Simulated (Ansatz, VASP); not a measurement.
# Two plane-wave programs on GaP

File INCAR:

```
SYSTEM = GaP
PREC = Accurate
ENCUT = 520
EDIFF = 1E-6
ISMEAR = 1
SIGMA = 0.4
LREAL = .FALSE.
LASPH = .TRUE.
NELM = 80
ALGO = Normal
ISIF = 2
LWAVE = .FALSE.
LCHARG = .TRUE.
GGA = PE
LELF = .TRUE.
LVHAR = .TRUE.
NBANDS = 16
```

Contents of KPOINTS:

```
regular mesh
0
G
  10 10 10
  0 0 0
```

Contents of POSCAR:

```
GaP
1.0
    0.0000000000      2.4970384564      3.2461499933
    2.4970384564      0.0000000000      3.2461499933
    2.4970384564      2.4970384564      0.0000000000
Ga P
1 1
Direct
    0.0000000000      0.0000000000      0.0000000000
    0.7500000000      0.7500000000      0.7500000000
```

Input for Ansatz:

```yaml
crystal:
  lattice:
    - [0.0, 2.4970384564, 3.2461499933]
    - [2.4970384564, 0.0, 3.2461499933]
    - [2.4970384564, 2.4970384564, 0.0]
  atoms:
    - { symbol: Ga, position: [0.0, 0.0, 0.0] }
    - { symbol: P, position: [0.75, 0.75, 0.75] }
basis:
  ecutwfc: 420
kpoints:
  mp_grid: { grid: [10, 10, 10] }
hamiltonian:
  xc: pbe
scf:
  occupations: { method: methfessel_paxton, width: 0.4 }
output:
  forces: true
  stress: true
  eigenvalues: true
```

Alike in both runs: task single point; functional PBE; k mesh 10 × 10 × 10; occupations methfessel-paxton of order 1, width 0.4 eV; no spin polarisation.

|  | VASP | Ansatz |
| --- | --- | --- |
| version | VASP 6.6.1 | Ansatz 0.2.0 |
| potentials or method | VASP PAW PBE potentials, release 64 (Ga_d, P), cutoff 520 eV | scalar-relativistic, plane waves, PAW |
| valence electrons in the cell | 18 | 18 |

```tsv
	VASP	Ansatz	Ansatz less VASP
gap on the k mesh at the Fermi level (eV)	none	none	-
pressure (GPa)	1.8	1.8	+0.05
traceless stress, the component that is largest in VASP (GPa)	-17.79	-17.79	-0.002
```

A gap of «none» marks a metal or a gap that the smearing closes.
